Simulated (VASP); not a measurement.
# HoS4 (P6/mmm) in VASP: a series of runs

Runs on HoS4. Level: PBE. Tasks: single point.

Program: VASP 6.6.1. These are calculated values, not measurements. Logs are shortened: lines on timing, memory, paths and dates and some standing lists are left out, and cuts for length are marked.

## (1) The cell of the first run

Symmetry: P6/mmm, No. 191, hexagonal system. The conventional cell has a = 5.393 Å, b = 5.393 Å, c = 4.931 Å, α = 90.00°, β = 90.00°, γ = 120.00°. Ho (site symmetry 6/mmm) has 2 S at 2.47 Å within 3.3 Å. Within 3.7 Å of S (site symmetry mmm) lie 6 S at 2.70 Å and 4 Ho at 3.65 Å. Within 3.3 Å of S (site symmetry 6/mmm) lie 2 Ho at 2.47 Å and 6 S at 2.70 Å.

The cell was built from a structure type or drawn by symmetry, and may not be a known phase.

## (2) Single point, PBE

File INCAR:

```
ALGO = Normal
EDIFF = 1E-6
ENCUT = 500
GGA = PE
GGA_COMPAT = False
ISIF = 2
ISMEAR = 0
LASPH = True
LCHARG = False
LMAXMIX = 6
LREAL = False
LWAVE = False
NBANDS = 24
NELM = 200
PREC = Accurate
SIGMA = 0.1
```

File KPOINTS:

```
k-points
0
Gamma
  3 3 4
```

File POSCAR:

```
HoS4
1.0
    5.3927485716      0.0000000026      0.0000000000
   -2.6963742881      4.6702572579      0.0000000000
    0.0000000000      0.0000000000      4.9310217195
Ho S
1 4
Direct
    0.0000000000      0.0000000000      0.0000000000
    0.5000000000      0.0000000000      0.5000000000
    0.0000000000      0.5000000000      0.5000000000
    0.5000000000      0.5000000000      0.5000000000
    0.0000000000      0.0000000000      0.5000000000
```

Potentials or basis: VASP PAW PBE potentials, release 64 (Ho_3, S), 4f in core.

Started as:

```
$ cat potpaw_PBE.64/Ho_3/POTCAR potpaw_PBE.64/S/POTCAR > POTCAR
$ mpirun -np 1 vasp_std > vasp.out
```

OUTCAR:

```text
EDIFF = 1E-6
   ENCUT = 500
   GGA = PE
   ISIF = 2
   ISMEAR = 0
   LASPH = True
   LREAL = False
   NELM = 200
   PREC = Accurate

 ion  position               nearest neighbor table
   1  0.000  0.000  0.000-   5 2.47   5 2.47
   2  0.500  0.000  0.500-   3 2.70   3 2.70   5 2.70   5 2.70   4 2.70   4 2.70
   3  0.000  0.500  0.500-   2 2.70   2 2.70   4 2.70   4 2.70   5 2.70   5 2.70
   4  0.500  0.500  0.500-   5 2.70   5 2.70   3 2.70   3 2.70   2 2.70   2 2.70
   5  0.000  0.000  0.500-   1 2.47   1 2.47   4 2.70   4 2.70   2 2.70   2 2.70   3 2.70   3 2.70

  LATTYP: Found a hexagonal cell.
 ALAT       =     5.3927485716
 C/A-ratio  =     0.9143800520

  Lattice vectors:

 A1 = (   5.3927485716,   0.0000000026,   0.0000000000)
 A2 = (  -2.6963742881,   4.6702572579,   0.0000000000)
 A3 = (   0.0000000000,   0.0000000000,   4.9310217195)

Analysis of symmetry for initial positions (statically):
=====================================================================
 Subroutine PRICEL returns:
 Original cell was already a primitive cell.

 Routine SETGRP: Setting up the symmetry group for a
 hexagonal supercell.

 Subroutine GETGRP returns: Found 24 space group operations
 (whereof 24 operations were pure point group operations)
 out of a pool of 24 trial point group operations.

The static configuration has the point symmetry D_6h.

Analysis of symmetry for dynamics (positions and initial velocities):
=====================================================================
 Subroutine PRICEL returns:
 Original cell was already a primitive cell.

 Routine SETGRP: Setting up the symmetry group for a
 hexagonal supercell.

 Subroutine GETGRP returns: Found 24 space group operations
 (whereof 24 operations were pure point group operations)
 out of a pool of 24 trial point group operations.

The dynamic configuration has the point symmetry D_6h.

 Subroutine INISYM returns: Found 24 space group operations
 (whereof 24 operations are pure point group operations),
 and found     1 'primitive' translations

----------------------------------------------------------------------------------------

                                     Primitive cell

  volume of cell :     124.1904

  direct lattice vectors                    reciprocal lattice vectors
     5.392748572  0.000000003  0.000000000     0.185434197  0.107060484  0.000000000
    -2.696374288  4.670257258  0.000000000    -0.000000000  0.214120967  0.000000000
     0.000000000  0.000000000  4.931021720     0.000000000  0.000000000  0.202797728

  length of vectors
     5.392748572  5.392748572  4.931021720     0.214120967  0.214120967  0.202797728

  position of ions in fractional coordinates (direct lattice)
     0.000000000  0.000000000  0.000000000
     0.500000000  0.000000000  0.500000000
     0.000000000  0.500000000  0.500000000
     0.500000000  0.500000000  0.500000000
     0.000000000  0.000000000  0.500000000

  ion indices of the primitive-cell ions
   primitive index   ion index
                 1           1
                 2           2
                 3           3
                 4           4
                 5           5

----------------------------------------------------------------------------------------

 KPOINTS: k-points

Automatic generation of k-mesh.
 Grid dimensions read from file:
 generate k-points for:    3    3    4

 Generating k-lattice:

  Cartesian coordinates                     Fractional coordinates (reciprocal lattice)
     0.061811399  0.035686828  0.000000000     0.333333333  0.000000000  0.000000000
    -0.000000000  0.071373656  0.000000000     0.000000000  0.333333333  0.000000000
     0.000000000  0.000000000  0.050699432     0.000000000  0.000000000  0.250000000

  Length of vectors
     0.071373656  0.071373656  0.050699432

  Shift w.r.t. Gamma in fractional coordinates (k-lattice)
     0.000000000  0.000000000  0.000000000

 Subroutine IBZKPT returns following result:
 ===========================================

 Found      9 irreducible k-points:

 Following reciprocal coordinates:
            Coordinates               Weight
  0.000000  0.000000  0.000000      1.000000
  0.333333  0.000000  0.000000      6.000000
  0.333333  0.333333  0.000000      2.000000
  0.000000  0.000000  0.250000      2.000000
  0.333333  0.000000  0.250000     12.000000
  0.333333  0.333333  0.250000      4.000000
  0.000000  0.000000  0.500000      1.000000
  0.333333  0.000000  0.500000      6.000000
  0.333333  0.333333  0.500000      2.000000
   k-points           NKPTS =      9   k-points in BZ     NKDIM =      9   number of bands    NBANDS=     24
   number of dos      NEDOS =    301   number of ions     NIONS =      5
   total plane-waves  NPLWV =  57600
   dimension x,y,z NGX =    40 NGY =   40 NGZ =   36
   dimension x,y,z NGXF=    80 NGYF=   80 NGZF=   72
   ions per type =               1   4
   NGX,Y,Z   is equivalent  to a cutoff of  12.33, 12.33, 12.14 a.u.
   NGXF,Y,Z  is equivalent  to a cutoff of  24.66, 24.66, 24.27 a.u.
 SYSTEM =  unknown system
   PREC   = accura    normal or accurate (medium, high low for compatibility)
   ISTART =      0    job   : 0-new  1-cont  2-samecut
   ICHARG =      2    charge: 1-file 2-atom 10-const
   ISPIN  =      1    spin polarized calculation?
   LNONCOLLINEAR =      F non collinear calculations
   LSORBIT =      F    spin-orbit coupling
   LASPH  =      T    aspherical Exc in radial PAW
   ENCUT  =  500.0 eV  36.75 Ry    6.06 a.u.   9.83  9.83  8.99*2*pi/ulx,y,z
   NELM   =    200;   NELMIN=  2; NELMDL= -5     # of ELM steps
   EDIFF  = 0.1E-05   stopping-criterion for ELM
   LREAL  =      F    real-space projection
   EDIFFG = 0.1E-04   stopping-criterion for IOM
   NSW    =      0    number of steps for IOM
   IBRION =     -1    ionic relax: 0-MD 1-quasi-New 2-CG
   NFREE  =      0    steps in history (QN), initial steepest desc. (CG)
   ISIF   =      2    stress and relaxation
   ISYM   =      2    0-nonsym 1-usesym 2-fastsym
   POTIM  = 0.5000    time-step for ionic-motion
   TEBEG  =    0.0;   TEEND  =   0.0 temperature during run
   PSTRESS=    0.0 pullay stress
   NELECT =      33.0000    total number of electrons
   NUPDOWN=      -1.0000    fix difference up-down
   EMIN   =  10.00;   EMAX   =-10.00  energy-range for DOS
   EFERMI =   0.00;   METHOD = LEGACY
   ISMEAR =     0;   SIGMA  =   0.10  broadening in eV -4-tet -1-fermi 0-gaus
   EFERMI_NEDOS =   21; number of points for ismear=-14 and -15
   IALGO  =     38    algorithm
   IMIX   =      4    mixing-type and parameters
     AMIX     =   0.40;   BMIX     =  1.00
     AMIX_MAG =   1.60;   BMIX_MAG =  1.00
  volume/ion in A,a.u.               =      24.84       167.62
  Fermi-wavevector in a.u.,A,eV,Ry     =   1.052487  1.988913 15.071574  1.107729
  Thomas-Fermi vector in A             =   2.187572
   LORBIT       =      0    0 simple, 1 ext, 2 COOP (PROOUT), +10 PAW based schemes
   GGA     = PE    functional components
   LHFCALC =     F    Hartree Fock is set to
   AEXX    =    0.0000 exact exchange contribution
   IVDW    =     0    specifies the selected vdW correction
   LEPSILON=     F    determine dielectric tensor
   LRPA    =     F    only Hartree local field effects (RPA)
 non-spin polarized calculation
 Gauss-broadening in eV      SIGMA  =   0.10
  energy-cutoff  :      500.00
  volume of cell :      124.19
 maximum number of plane-waves:      3174
 NGX is ok and might be reduce to    40
   NGX = 19   NGY = 19   NGZ = 17

 number of electron      33.0000002 magnetization

 Free energy of the ion-electron system (eV)
  ---------------------------------------------------
  ext. energy  EPLUGINS =         0.00000000
  ---------------------------------------------------
  free energy    TOTEN  =       -19.58826729 eV

  energy without entropy =      -19.56773814  energy(sigma->0) =      -19.57800271

 E-fermi :   4.3129     XC(G=0):  -9.0184

 val. band max:        4.1745130350   @ k =   0.3333   0.0000   0.0000
 cond. band min:       4.3725466997   @ k =   0.3333   0.0000   0.2500
 fundamental gap:      0.1980336646
 Fermi energy:         4.3128762248

 k-point     1 :       0.0000    0.0000    0.0000
  band No.  band energies     occupation
      1     -21.7031      2.00000
      2     -21.7031      2.00000
      3     -21.5557      2.00000
      4     -11.7907      2.00000
      5      -8.2734      2.00000
      6      -7.4438      2.00000
[... 16 lines left out ...]
     23       7.4757      0.00000
     24       7.5354      0.00000

 k-point     2 :       0.3333    0.0000    0.0000
  band No.  band energies     occupation
      1     -21.7053      2.00000
      2     -21.7037      2.00000
      3     -21.5554      2.00000
      4     -11.1932      2.00000
      5      -9.3787      2.00000
      6      -8.0612      2.00000
[... 16 lines left out ...]
     23       6.0557      0.00000
     24       6.7083      0.00000

 k-point     3 :       0.3333    0.3333    0.0000
  band No.  band energies     occupation
      1     -21.7052      2.00000
      2     -21.7052      2.00000
      3     -21.5552      2.00000
      4     -10.4692      2.00000
      5      -9.6233      2.00000
      6      -9.6233      2.00000
[... 16 lines left out ...]
     23       5.8032      0.00000
     24       5.8032      0.00000

 k-point     4 :       0.0000    0.0000    0.2500
  band No.  band energies     occupation
      1     -21.7022      2.00000
      2     -21.7022      2.00000
      3     -21.5903      2.00000
      4     -11.6382      2.00000
      5      -8.0330      2.00000
      6      -7.4307      2.00000
[... 16 lines left out ...]
     23       7.5674      0.00000
     24       7.5674      0.00000

 k-point     5 :       0.3333    0.0000    0.2500
  band No.  band energies     occupation
      1     -21.7043      2.00000
      2     -21.7028      2.00000
      3     -21.5895      2.00000
      4     -11.0287      2.00000
      5      -9.2724      2.00000
      6      -7.9533      2.00000
[... 16 lines left out ...]
     23       6.5795      0.00000
     24       6.8178      0.00000

 k-point     6 :       0.3333    0.3333    0.2500
  band No.  band energies     occupation
      1     -21.7042      2.00000
      2     -21.7042      2.00000
      3     -21.5892      2.00000
      4     -10.1656      2.00000
      5      -9.6210      2.00000
      6      -9.6210      2.00000
[... 16 lines left out ...]
     23       6.5739      0.00000
     24       6.5739      0.00000

 k-point     7 :       0.0000    0.0000    0.5000
  band No.  band energies     occupation
      1     -21.7014      2.00000
      2     -21.7014      2.00000
      3     -21.6243      2.00000
      4     -11.4880      2.00000
      5      -7.7195      2.00000
      6      -7.4176      2.00000
[... 16 lines left out ...]
     23       7.6349      0.00000
     24       7.6349      0.00000

 k-point     8 :       0.3333    0.0000    0.5000
  band No.  band energies     occupation
      1     -21.7033      2.00000
      2     -21.7019      2.00000
      3     -21.6231      2.00000
      4     -10.8762      2.00000
      5      -9.1489      2.00000
      6      -7.7901      2.00000
[... 16 lines left out ...]
     23       7.2824      0.00000
     24       7.7352      0.00000

 k-point     9 :       0.3333    0.3333    0.5000
  band No.  band energies     occupation
      1     -21.7032      2.00000
      2     -21.7032      2.00000
      3     -21.6225      2.00000
      4      -9.8315      2.00000
      5      -9.6187      2.00000
      6      -9.6187      2.00000
[... 16 lines left out ...]
     23       7.3110      0.00000
     24       7.3110      0.00000

------------------------ aborting loop because EDIFF is reached ----------------------------------------

  FORCE on cell =-STRESS in cart. coord.  units (eV):
  Direction    XX          YY          ZZ          XY          YZ          ZX
  --------------------------------------------------------------------------------------
  -------------------------------------------------------------------------------------
  Total       -0.1799175     -0.1799175      0.3867671      0.0000000      0.0000000      0.0000000
  in kB       -2.3211117     -2.3211117      4.9896739      0.0000000      0.0000000      0.0000000
  external PRESSURE =       0.1158168 kB  Pullay stress =       0.0000000 kB

 VOLUME and BASIS-vectors are now :
 -----------------------------------------------------------------------------
  energy-cutoff  :      500.00
  volume of cell :      124.19
      direct lattice vectors                 reciprocal lattice vectors
     5.392748572  0.000000003  0.000000000     0.185434197  0.107060484  0.000000000
    -2.696374288  4.670257258  0.000000000    -0.000000000  0.214120967  0.000000000
     0.000000000  0.000000000  4.931021720     0.000000000  0.000000000  0.202797728

 POSITION                                       TOTAL-FORCE (eV/Angst)
 -----------------------------------------------------------------------------------
      0.00000      0.00000      0.00000        -0.000000      0.000000      0.000000
      2.69637      0.00000      2.46551        -0.000000      0.000000      0.000000
     -1.34819      2.33513      2.46551        -0.000000      0.000000      0.000000
      1.34819      2.33513      2.46551         0.000000      0.000000      0.000000
      0.00000      0.00000      2.46551        -0.000000      0.000000      0.000000
 -----------------------------------------------------------------------------------
    total drift:                                0.000000      0.000000     -0.000000

  FREE ENERGIE OF THE ION-ELECTRON SYSTEM (eV)
  ---------------------------------------------------
  free  energy   TOTEN  =       -19.5882672872 eV

  energy  without entropy=      -19.5677381404  energy(sigma->0) =      -19.57800271
```

Wall time 41 s (1 thread of AMD EPYC 9R14 (Zen 4), shared host); peak memory 0.2 GiB.

Results:

```
Free energy            : -19.5883 eV
Pressure               : 0.0 GPa
Band gap on the k mesh : zero (an odd number of electrons rules out a gap without spin polarisation)
```

Stress tensor (GPa, compression positive):
```
-0.23  0.00  0.00
 0.00 -0.23  0.00
 0.00  0.00  0.50
```

Levels at points of the mesh, in eV from the Fermi level:
| k point | band 12 | band 13 | band 14 | band 15 | band 16 | band 17 | band 18 | band 19 | band 20 | band 21 |
| --- | --- | --- | --- | --- | --- | --- | --- | --- | --- | --- |
| (0.00, 0.00, 0.00) | -2.01 | -1.55 | -1.55 | -0.79 | 0.22 | 0.22 | 0.53 | 0.53 | 0.69 | 1.17 |
| (0.00, 0.00, 0.50) | -4.10 | -2.18 | -2.18 | 0.17 | 0.17 | 0.71 | 1.66 | 2.10 | 2.10 | 2.67 |

Caveat: the k points lie up to 0.45 Å⁻¹ apart, too coarse for converged energies and pressures of a metal; spin-orbit coupling is left out, which moves the levels of the heavy elements; the 4f electrons are frozen in the core, so they carry no moment and show no levels; the run has no spin polarisation, though such a crystal can be magnetic.

[end of part 1 of 2]
